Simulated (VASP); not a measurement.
# GaN: single point with PBEsol+D4

GaN:

```
CELL_PARAMETERS angstrom
0.00000 2.24912 2.24912
2.24912 0.00000 2.24912
2.24912 2.24912 0.00000
ATOMIC_POSITIONS crystal
Ga 0.00000 0.00000 0.00000
N 0.75000 0.75000 0.75000
```

```
Program             : VASP 6.6.1
Task                : single point
Functional          : PBEsol
Dispersion          : D4
Potentials or basis : VASP PAW PBE potentials, release 64 (Ga_d, N)
Cutoff              : 600 eV
k mesh              : 10 × 10 × 10
Occupations         : gaussian, width 0.02 eV
Spin                : no spin polarisation
```

```json
{
 "Pressure": "-3.6 GPa",
 "Band gap on the k mesh": "1.72 eV",
 "Dispersion energy per atom": "-0.230 eV"
}
```

Levels at points of the mesh, in eV from the valence-band top:
```csv
k point,band 6,band 7,band 8,band 9,band 10,band 11,band 12,band 13
"(0.00, 0.00, 0.00)",-13.08,0.00,0.00,0.00,1.72,10.24,10.24,10.24
"(0.50, 0.00, 0.00)",-11.83,-7.15,-0.99,-0.99,4.60,8.66,10.29,10.29
"(0.50, 0.50, 0.00)",-11.40,-6.20,-2.75,-2.75,3.23,6.60,11.62,13.94
```

Wall time 51 s on 1 thread of AMD EPYC 7R13 (shared host), peak memory 0.14 GiB.

Caveat: the cell stands under tension; the PAW data sets were made with another functional, which shifts forces and pressure a little.
